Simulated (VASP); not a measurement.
Wanted: the native input for a VASP 6.6.1 run.

- Task: single point
- Functional: PBEsol
- Potentials or basis: VASP PAW PBE potentials, release 64 (Mo_sv, S)
- Cutoff: 520 eV
- k mesh: 6 × 6 × 4
- Occupations: gaussian, width 0.05 eV
- Spin: collinear spin, ferrimagnetic start
- Starting moments: [2.39, -0.4, -0.4] μB
- Hubbard terms: Mo d U = 6.0 eV
- Dipole correction: no
- Further INCAR settings: ALGO = Normal; EDIFF = 1e-06; NBANDS = 24

The structure of MoS2 lies in POSCAR:

```
MoS2
1.0
    3.5639467600      0.0000000000      0.0000000000
   -1.7819733800      3.0864684300      0.0000000000
    0.0000000000      0.0000000000      5.7493858200
Mo S
1 2
Direct
    0.0000000000      0.0000000000      0.0000000000
    0.3333333333      0.6666666667      0.2520000000
    0.6666666667      0.3333333333      0.7480000000
```

One way to write it, as run:

INCAR

```
SYSTEM = MoS2
ALGO     = Normal         ! electronic algorithm
EDIFF    = 1E-6           ! SCF threshold, eV
ENCUT    = 520            ! plane-wave cutoff, eV
GGA      = PS             ! functional
ISIF     = 2              ! what is computed and relaxed
ISMEAR   = 0              ! smearing method
ISPIN    = 2              ! spin polarisation
LASPH    = .True.         ! aspherical terms in the spheres
LCHARG   = .False.        ! write CHGCAR
LDAU     = .True.         ! DFT+U
LDAUJ    = 0 0          
LDAUL    = 2 -1           ! shell
LDAUPRINT= 1            
LDAUTYPE = 2            
LDAUU    = 6 0            ! U, eV
LMAXMIX  = 4              ! l up to which the mixer works
LORBIT   = 11             ! projections on sites
LREAL    = .False.        ! projectors in reciprocal space
LWAVE    = .False.        ! write WAVECAR
MAGMOM   = 2.39 -0.4 -0.4 ! initial moments
NBANDS   = 24             ! bands
NELM     = 150            ! most SCF steps
PREC     = Accurate       ! precision mode
SIGMA    = 0.05           ! smearing width, eV
```

KPOINTS

```
k-points
0
Gamma
  6 6 4
  0 0 0
```

Potentials or basis: VASP PAW PBE potentials, release 64 (Mo_sv, S).

Launch:

```bash
$ cat potpaw_PBE.64/Mo_sv/POTCAR potpaw_PBE.64/S/POTCAR > POTCAR
$ mpirun -np 1 vasp_std > vasp.out
```

Results of the run:

```
Pressure                                              : -2.3 GPa
Largest force                                         : 0.148 eV/Å
Band gap on the k mesh                                : zero (filled and empty bands overlap)
Net moment                                            : 2.01 μB per cell
Site moments                                          : Mo +2.55; S -0.27 μB
Valence electrons inside the program's atomic spheres : Mo 12.15; S 3.67
```

Caveat: the PAW data sets were made with another functional, which shifts forces and pressure a little; this functional lacks dispersion, which binds the layers, so the pressure and a relaxed spacing across them are unreliable.

Wall time 82 s on 1 thread of Intel(R) Xeon(R) Platinum 8259CL CPU @ 2.50GHz (Skylake/Cascade Lake) (shared host), peak memory 0.24 GiB.
